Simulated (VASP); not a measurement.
# Al (P1) in VASP: relaxation of cell and atoms with PBE

Aim: the relaxation of cell and atoms of Al with PBE.

Everything below comes from runs of VASP 6.6.1. Logs are shortened: lines on timing, memory, paths and dates and some standing lists are left out, and cuts for length are marked.

### 1 The cell of the first run

The typed cell holds 6 atoms: a = 4.074 Å, b = 4.999 Å, c = 5.683 Å, α = 105.04°, β = 90.52°, γ = 115.11°.

### 2 Relaxation of cell and atoms, PBE

INCAR reads:

```
PREC     = Accurate       # precision mode
ENCUT    = 600            # plane-wave cutoff, eV
EDIFF    = 1E-6           # SCF threshold, eV
ISMEAR   = 0              # smearing method
SIGMA    = 0.2            # smearing width, eV
LREAL    = False          # projectors in reciprocal space
LASPH    = True           # aspherical terms in the spheres
NELM     = 100            # most SCF steps
ALGO     = Fast           # electronic algorithm
ISIF     = 3              # what is computed and relaxed
LWAVE    = False          # write WAVECAR
LCHARG   = False          # write CHGCAR
GGA      = PE             # functional
IBRION   = 2              # ionic algorithm
NSW      = 80             # ionic steps
EDIFFG   = -0.025         # ionic threshold
```

KPOINTS reads:

```
Automatic mesh
0
Gamma
  6 6 4
```

POSCAR reads:

```
Al
1.0
   -0.0182181032      4.0739282417     -0.0459235867
   -1.3592909095     -2.0789686471      4.3384127491
    5.6822529921     -0.0254668555      0.0692286231
Al
6
Direct
   -0.0290235019     -0.0204758006     -0.0108183720
    0.9970124948     -0.0200954707      0.4737591720
    0.3192866829      0.6625136990      0.1846673815
    0.3533177849      0.6718047690      0.6626241007
    0.7057206303      0.3501017606      0.3531434884
    0.6536859089      0.3561510427      0.8366242294
```

Potentials or basis: VASP PAW PBE potentials, release 64 (Al).

Command:

```sh
cat potpaw_PBE.64/Al/POTCAR > POTCAR
mpirun -np 1 vasp_std > vasp.out
```

OUTCAR:

```text
PREC = Accurate
   ENCUT = 600
   EDIFF = 1E-6
   ISMEAR = 0
   LREAL = False
   LASPH = True
   NELM = 100
   ISIF = 3
   GGA = PE
   IBRION = 2
   NSW = 80
   EDIFFG = -0.025

 ion  position               nearest neighbor table
   1  0.971  0.980  0.989-   4 2.70   6 2.70   2 2.75   3 2.86   6 2.91   3 2.92   2 2.93   5 2.94
                             3 2.97   4 2.97   6 2.98   5 3.14
   2  0.997  0.980  0.474-   3 2.72   5 2.74   1 2.75   3 2.77   5 2.79   4 2.81   4 2.89   5 2.90
                             6 2.93   1 2.93   4 3.00   6 3.17
   3  0.319  0.663  0.185-   5 2.67   4 2.71   2 2.72   2 2.77   1 2.86   6 2.89   6 2.90   1 2.92
                             5 2.94   1 2.97   5 2.98   4 2.98
   4  0.353  0.672  0.663-   1 2.70   3 2.71   6 2.72   5 2.74   2 2.81   5 2.88   2 2.89   6 2.94
                             1 2.97   6 2.97   3 2.98   2 3.00
   5  0.706  0.350  0.353-   3 2.67   2 2.74   4 2.74   6 2.75   2 2.79   4 2.88   2 2.90   1 2.94
                             3 2.94   6 2.95   3 2.98   1 3.14
   6  0.654  0.356  0.837-   1 2.70   4 2.72   5 2.75   3 2.89   3 2.90   1 2.91   2 2.93   4 2.94
                             5 2.95   4 2.97   1 2.98   2 3.17

  LATTYP: Found a triclinic cell.
 ALAT       =     4.9297929037
 B/A-ratio  =     2.4357519861
 C/A-ratio  =     2.3899194769
 COS(alpha) =     0.0002108976
 COS(beta)  =     0.5618352446
 COS(gamma) =     0.8147786644

  Lattice vectors:

 A1 = (   1.3775090127,  -1.9949595946,  -4.2924891624)
 A2 = (   8.4190529143,   0.0585421970,  -8.5616732884)
 A3 = (  -4.2683077730, -10.1173492225,  -4.2698706121)

Analysis of symmetry for initial positions (statically):
=====================================================================
 Subroutine PRICEL returns:
 Original cell was already a primitive cell.

 Routine SETGRP: Setting up the symmetry group for a
 triclinic supercell.

 Subroutine GETGRP returns: Found  1 space group operations
 (whereof  1 operations were pure point group operations)
 out of a pool of  2 trial point group operations.

The static configuration has the point symmetry C_1 .

Analysis of symmetry for dynamics (positions and initial velocities):
=====================================================================
 Subroutine PRICEL returns:
 Original cell was already a primitive cell.

 Routine SETGRP: Setting up the symmetry group for a
 triclinic supercell.

 Subroutine GETGRP returns: Found  1 space group operations
 (whereof  1 operations were pure point group operations)
 out of a pool of  2 trial point group operations.

The dynamic configuration has the point symmetry C_1 .

 Subroutine INISYM returns: Found  1 space group operations
 (whereof  1 operations are pure point group operations),
 and found     1 'primitive' translations

[... 139 lines left out ...]
 maximum number of plane-waves:      3378
 NGX is ok and might be reduce to    36
   NGX = 17   NGY = 19   NGZ = 23

--------------------------------------- Ionic step        1  -------------------------------------------

 number of electron      18.0000000 magnetization

 Free energy of the ion-electron system (eV)
  ---------------------------------------------------
  ext. energy  EPLUGINS =         0.00000000
  ---------------------------------------------------
  free energy    TOTEN  =       -22.18491190 eV

  energy without entropy =      -22.13106780  energy(sigma->0) =      -22.15798985

------------------------ aborting loop because EDIFF is reached ----------------------------------------

  FORCE on cell =-STRESS in cart. coord.  units (eV):
  Direction    XX          YY          ZZ          XY          YZ          ZX
  --------------------------------------------------------------------------------------
  -------------------------------------------------------------------------------------
  Total        1.8278152     -0.0368622     -0.5562712      0.0467382      0.2528871     -1.0319241
  in kB       29.2059300     -0.5890063     -8.8884352      0.7468118      4.0407814    -16.4887035
  external PRESSURE =       6.5761628 kB  Pullay stress =       0.0000000 kB
[... 101 lines left out ...]
  FREE ENERGIE OF THE ION-ELECTRON SYSTEM (eV)
  ---------------------------------------------------
  free  energy   TOTEN  =       -22.4578356280 eV

  energy  without entropy=      -22.4158045074  energy(sigma->0) =      -22.43682007

[... ionic steps 4 to 9 ...]

--------------------------------------- Ionic step       10  -------------------------------------------

 number of electron      18.0000000 magnetization

------------------------ aborting loop because EDIFF is reached ----------------------------------------
[... 75 lines left out ...]
--------------------------------------- Ionic step       12  -------------------------------------------

 number of electron      18.0000000 magnetization

 Free energy of the ion-electron system (eV)
  ---------------------------------------------------
  ext. energy  EPLUGINS =         0.00000000
  ---------------------------------------------------
  free energy    TOTEN  =       -22.53136130 eV

  energy without entropy =      -22.48707753  energy(sigma->0) =      -22.50921942

 E-fermi :   7.9736     XC(G=0): -10.1985

 val. band max:        7.9667911196   @ k =  -0.0000   0.1667  -0.0000
 cond. band min:       7.9795351506   @ k =   0.1667   0.0000   0.0000
 fundamental gap:      0.0127440311
 Fermi energy:         7.9736044714

 k-point     1 :       0.0000    0.0000    0.0000
  band No.  band energies     occupation
      1      -3.1323      2.00000
      2       1.6867      2.00000
      3       1.6925      2.00000
      4       4.9465      2.00000
      5       4.9468      2.00000
      6       5.0313      2.00000
      7       6.3365      2.00000
      8       7.0176      2.00000
      9       7.0185      2.00000
     10       8.5362      0.00007
     11       8.5367      0.00007
     12       9.5750      0.00000
     13       9.5866      0.00000
[... 354 lines left out ...]
  band No.  band energies     occupation
      1      -0.3196      2.00000
      2       0.1953      2.00000
      3       1.5579      2.00000
      4       3.0733      2.00000
      5       3.1856      2.00000
      6       4.0086      2.00000
      7       4.7432      2.00000
      8       5.7456      2.00000
      9       7.0711      2.00000
     10       7.6956      1.95066
     11       9.2261      0.00000
     12      10.3792      0.00000
     13      10.6419      0.00000

 [... further k-points ...]
[... 5 lines left out ...]
  --------------------------------------------------------------------------------------
  -------------------------------------------------------------------------------------
  Total        0.0153052      0.0379424      0.0333604     -0.0161604     -0.0056173      0.0089166
  in kB        0.2478761      0.6144980      0.5402891     -0.2617260     -0.0909745      0.1444095
  external PRESSURE =       0.4675544 kB  Pullay stress =       0.0000000 kB
[... 21 lines left out ...]
  FREE ENERGIE OF THE ION-ELECTRON SYSTEM (eV)
  ---------------------------------------------------
  free  energy   TOTEN  =       -22.5313613023 eV

  energy  without entropy=      -22.4870775295  energy(sigma->0) =      -22.50921942

 reached required accuracy - stopping structural energy minimisation
```

Run time: 5.2 min. Hardware: 1 thread of AMD EPYC 9R45 (Zen 5), shared host; peak memory 0.27 GiB.

Results:

```
Free energy                           : -22.5314 eV
Relaxed volume                        : 16.49 Å³/atom
Relaxed cell                          : a = 4.033 Å, b = 4.901 Å, c = 5.822 Å, α = 107.60°, β = 89.93°, γ = 114.34°
Space group after relaxing (to 0.1 Å) : Immm (No. 71)
Energy gained by relaxing             : 57.7 meV/atom
Ionic steps                           : 12
Pressure after relaxing               : 0.0 GPa
Largest force after relaxing          : 0.014 eV/Å
Band gap on the k mesh                : zero (bands 9 and 10 overlap by 4.22 eV)
```

Forces in eV/Å, atoms in the order of the input:
```
Al   0.007 -0.006 -0.001
Al   0.004  0.008  0.004
Al   0.003 -0.002  0.000
Al   0.006  0.003 -0.001
Al  -0.011  0.007  0.000
Al  -0.009 -0.010 -0.002
```

Step by step:
```tsv
step	energy change (eV)	largest force (eV/Å)	pressure (GPa)	volume (Å³)
1	0.0000	0.9022	0.66	100.27
2	-0.1749	0.5863	-0.89	101.25
3	-0.2729	0.2438	-2.38	102.63
4	-0.3181	0.2491	0.78	98.24
5	-0.3187	0.2436	0.44	98.65
6	-0.3328	0.1737	0.28	98.76
7	-0.3392	0.0848	0.12	98.90
8	-0.3453	0.0355	-0.19	99.23
9	-0.3455	0.0333	-0.24	99.30
10	-0.3461	0.0240	0.20	98.73
11	-0.3461	0.0259	0.11	98.85
12	-0.3464	0.0136	0.05	98.93
```

Final structure:
```
CELL_PARAMETERS angstrom
0.00238 4.03309 -0.00029
-1.46869 -2.01901 4.21746
5.82185 0.00390 -0.01617
ATOMIC_POSITIONS crystal
Al 0.00043 0.00014 0.99967
Al 0.99947 0.99979 0.49970
Al 0.33350 0.66668 0.16646
Al 0.33314 0.66669 0.66641
Al 0.66615 0.33322 0.33391
Al 0.66731 0.33349 0.83386
```

Levels at points of the mesh, in eV from the Fermi level:
```csv
k point,band 6,band 7,band 8,band 9,band 10,band 11,band 12,band 13
"(0.00, 0.00, 0.00)",-2.94,-1.64,-0.96,-0.96,0.56,0.56,1.60,1.61
"(0.50, 0.00, 0.00)",-4.13,-2.74,-2.74,-2.59,-2.59,3.19,3.19,3.42
"(0.00, 0.50, 0.00)",-2.86,-1.53,-1.52,1.63,1.64,3.09,3.09,4.80
"(0.50, 0.50, 0.00)",-4.12,-2.73,-2.73,-2.57,-2.57,3.18,3.18,3.41
"(0.00, 0.00, 0.50)",-0.86,-0.80,-0.80,0.24,0.24,1.14,1.15,1.22
"(0.50, 0.00, 0.50)",-4.66,-1.65,-1.65,0.66,0.66,1.17,1.18,2.80
"(0.00, 0.50, 0.50)",-1.74,-1.52,-1.52,-0.31,-0.31,3.98,3.98,4.56
"(0.50, 0.50, 0.50)",-4.65,-1.65,-1.65,0.64,0.64,1.19,1.19,2.79
```
